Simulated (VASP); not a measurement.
Write the native input for VASP 6.6.1 that does the following.

```yaml
Task: single point
Functional: PBE
Potentials_or_basis: VASP PAW PBE potentials, release 64 (Fe)
Cutoff: 600 eV
k_mesh: 12 × 12 × 12
Occupations: fermi-dirac, width 0.0612256 eV
Spin: no spin polarisation
Dipole_correction: no
Further_INCAR_settings: ALGO = Normal; EDIFF = 1e-06; NBANDS = 10
```

The structure of Fe lies in POSCAR:

```
Fe
1.0
   -1.3866036848      1.3866036848      1.3866036848
    1.3866036848     -1.3866036848      1.3866036848
    1.3866036848      1.3866036848     -1.3866036848
Fe
1
Direct
    0.0000000000      0.0000000000      0.0000000000
```

The input as run:

INCAR

```
SYSTEM = Fe
PREC = Accurate
ENCUT = 600
EDIFF = 1E-6
ISMEAR = -1
SIGMA = 0.06122561905347299
LREAL = .FALSE.
LASPH = .TRUE.
NELM = 120
ALGO = Normal
ISIF = 2
LWAVE = .FALSE.
LCHARG = .FALSE.
GGA = PE
NBANDS = 10
GGA_COMPAT = .FALSE.
```

KPOINTS

```
regular mesh
0
G
  12 12 12
  0 0 0
```

Potentials or basis: VASP PAW PBE potentials, release 64 (Fe).

Run with:

```bash
$ cat potpaw_PBE.64/Fe/POTCAR > POTCAR
$ mpirun -np 1 vasp_std > vasp.out
```

Results of the run:

| Quantity | Value |
| --- | --- |
| Pressure | -4.4 GPa |
| Band gap on the k mesh | zero (band 4 reaches 7.56 eV, above the bottom of band 5 at 5.46 eV) |

Caveat: the run has no spin polarisation, though such a crystal can be magnetic.

Wall time 16 s on 1 thread of Intel Xeon 8259CL, with other jobs on the host, peak memory 0.13 GiB.
